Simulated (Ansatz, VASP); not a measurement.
**Two plane-wave programs on Na**

The input INCAR:

```
PREC = Accurate
ENCUT = 520
EDIFF = 1E-7
ISMEAR = 0
SIGMA = 0.15
LREAL = F
LASPH = T
NELM = 80
ALGO = Fast
ISIF = 2
LWAVE = F
LCHARG = F
NBANDS = 14
```

The input KPOINTS:

```
regular mesh
0
Gamma
  12 12 10
```

POSCAR

```
Na
1.0
    0.0000000000     -3.6205084948      0.0000000000
   -3.6205084948      0.0000000000      0.0000000000
    0.0000000000      0.0000000000     -5.0841636952
Na
2
Direct
    0.5000000000      0.5000000000      0.5000000000
    0.0000000000      0.0000000000      0.0000000000
```

Input for Ansatz:

```yaml
crystal:
  lattice:
    - [0.0, -3.6205084948, 0.0]
    - [-3.6205084948, 0.0, 0.0]
    - [0.0, 0.0, -5.0841636952]
  atoms:
    - { symbol: Na, position: [0.5, 0.5, 0.5] }
    - { symbol: Na, position: [0.0, 0.0, 0.0] }
basis:
  ecutwfc: 520.0
kpoints:
  mp_grid: { grid: [12, 12, 10] }
hamiltonian:
  xc: lda
  pseudopotentials: { kind: paw }
scf:
  occupations: { method: gaussian, width: 0.15 }
output:
  forces: true
  stress: true
  eigenvalues: true
```

Alike in both runs: task single point; functional LDA; k mesh 12 × 12 × 10; occupations gaussian, width 0.15 eV; no spin polarisation.

|  | VASP | Ansatz |
| --- | --- | --- |
| version | VASP 6.6.1 | Ansatz 0.2.0 |
| potentials or method | VASP PAW LDA potentials, release 64 (Na_pv), cutoff 520 eV | scalar-relativistic, plane waves, PAW |
| valence electrons in the cell | 14 | 18 |

```tsv
	VASP	Ansatz	Ansatz less VASP
gap on the k mesh at the Fermi level (eV)	none	none	-
pressure (GPa)	-0.1	0.0	+0.07
traceless stress, the component that is largest in VASP (GPa)	-0.05	-0.05	-0.001
```

LDA's correlation is that of Perdew and Zunger in VASP and of Perdew and Wang (1992) in Ansatz. A gap of «none» marks a metal or a gap that the smearing closes. VASP's potentials hold 14 valence electrons a cell and Ansatz's 18, so a difference there can come from the potentials and not from the codes.
